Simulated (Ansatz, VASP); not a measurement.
## One calculation of TiO2, two programs

```
Ti O
1.0
     4.58900    0.00000    0.00000
     0.00000    4.84900    0.00000
    -0.70820    0.00000    4.68275
Ti O
4 8
Direct
  0.27899 0.04655 0.21122
  0.72101 0.54655 0.28878
  0.72101 0.95345 0.78878
  0.27899 0.45345 0.71122
  0.08559 0.37324 0.30281
  0.91441 0.87324 0.19719
  0.91441 0.62676 0.69719
  0.08559 0.12676 0.80281
  0.43384 0.76392 0.48956
  0.56616 0.26392 0.01044
  0.56616 0.23608 0.51044
  0.43384 0.73608 0.98956
```

Alike in both runs: task electric field gradients; functional r2SCAN; k mesh 5 × 5 × 5; occupations fermi-dirac, width 0.02 eV; no spin polarisation.

|  | VASP | Ansatz |
| --- | --- | --- |
| version | VASP 6.6.1 | Ansatz 0.2.0 |
| potentials or method | VASP PAW PBE potentials, release 64 (Ti_sv, O) | plane-wave PAW, scalar-relativistic |
| plane-wave cutoff (eV) | 520 | 500 |
| valence electrons in the cell | 96 | 96 |

Ansatz gave:

- gap on the k mesh at the Fermi level (eV): 2.80
- pressure (GPa): 22.4
- traceless stress, the component that is largest in VASP (GPa): 0.73
- rms of the force components (eV/Å): 0.048
- size of Vzz on the site where it differs most (V/Å²): 42.0

Q: Estimate VASP's values.

A: gap on the k mesh at the Fermi level (eV): 2.83; pressure (GPa): 24.4; traceless stress, the component that is largest in VASP (GPa): 0.99; rms of the force components (eV/Å): 0.046; size of Vzz on the site where it differs most (V/Å²): 41.1.

VASP's potentials were made for PBE, not for r2SCAN. Atom by atom the forces differ by 0.028 eV/Å (rms over components). With one functional, cell and mesh, what is left measures potentials, basis and numerics.
